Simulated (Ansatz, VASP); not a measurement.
Two plane-wave programs on Hf5Te

The input INCAR:

```
SYSTEM = Hf5Te
PREC = Accurate ; ENCUT = 600
EDIFF = 1E-6 ; ISMEAR = 0
SIGMA = 0.1 ; LREAL = .False.
LASPH = .True. ; NELM = 60
ALGO = Fast ; ISIF = 3
LWAVE = .False. ; LCHARG = .False.
GGA = PE ; IBRION = 2
NSW = 100 ; EDIFFG = -0.01
```

File KPOINTS:

```
Automatic mesh
0
Gamma
  6 6 8
  0 0 0
```

Contents of POSCAR:

```
Hf5Te
1.0
    6.0294417154      0.0000000000      0.0000000000
   -3.0147208577      5.2216496962      0.0000000000
    0.0000000000      0.0000000000      4.8314944401
Hf Te
5 1
Direct
    0.5000000000      0.0000000000      0.5000000000
    0.5000000000      0.5000000000      0.5000000000
    0.0000000000      0.5000000000      0.5000000000
    0.3333333333      0.6666666667      0.0000000000
    0.6666666667      0.3333333333      0.0000000000
    0.0000000000      0.0000000000      0.0000000000
```

Input for Ansatz:

```yaml
crystal:
  lattice:
    - [6.0294417154, 0.0, 0.0]
    - [-3.0147208577, 5.2216496962, 0.0]
    - [0.0, 0.0, 4.8314944401]
  atoms:
    - { symbol: Hf, position: [0.5, 0.0, 0.5] }
    - { symbol: Hf, position: [0.5, 0.5, 0.5] }
    - { symbol: Hf, position: [0.0, 0.5, 0.5] }
    - { symbol: Hf, position: [0.3333333333, 0.6666666667, 0.0] }
    - { symbol: Hf, position: [0.6666666667, 0.3333333333, 0.0] }
    - { symbol: Te, position: [0.0, 0.0, 0.0] }
basis:
  ecutwfc: 420
kpoints:
  mp_grid: { grid: [6, 6, 8] }
hamiltonian:
  xc: pbe
scf:
  occupations: { method: gaussian, width: 0.1 }
output:
  forces: true
  stress: true
  eigenvalues: true
  write_density: true
  write_potential: true
  elf: true
  volumetric_format: npy
relax:
  adjacent_minimum: "off"
  f_tol: 0.01
  max_steps: 80
  cell: { stress_tol: 0.05 }
```

Change from the starting cell: species swapped into the CaZn5 type (P6/mmm, No. 191).

Alike in both runs: task relaxation of cell and atoms; functional PBE; k mesh 6 × 6 × 8; occupations gaussian, width 0.1 eV; no spin polarisation.

|  | VASP | Ansatz |
| --- | --- | --- |
| version | VASP 6.6.1 | Ansatz 0.2.0 |
| potentials or method | VASP PAW PBE potentials, release 64 (Hf_pv, Te), cutoff 600 eV | scalar-relativistic, plane waves, PAW |
| valence electrons in the cell | 56 | 146 |

VASP gave:

| Quantity | Value |
| --- | --- |
| gap on the k mesh at the Fermi level, each at its own relaxed structure (eV) | none |
| relaxed volume (Å³/atom) | 25.20 |
| relaxed cell length with the largest relative difference (Å) | 5.967 |

Problem. Estimate Ansatz's values.

Solution. gap on the k mesh at the Fermi level, each at its own relaxed structure (eV): none; relaxed volume (Å³/atom): 25.30; relaxed cell length with the largest relative difference (Å): 5.976.

A gap of «none» marks a metal or a gap that the smearing closes. VASP's potentials hold 56 valence electrons a cell and Ansatz's 146, so a difference there can come from the potentials and not from the codes.

Neither program's run includes spin-orbit coupling.
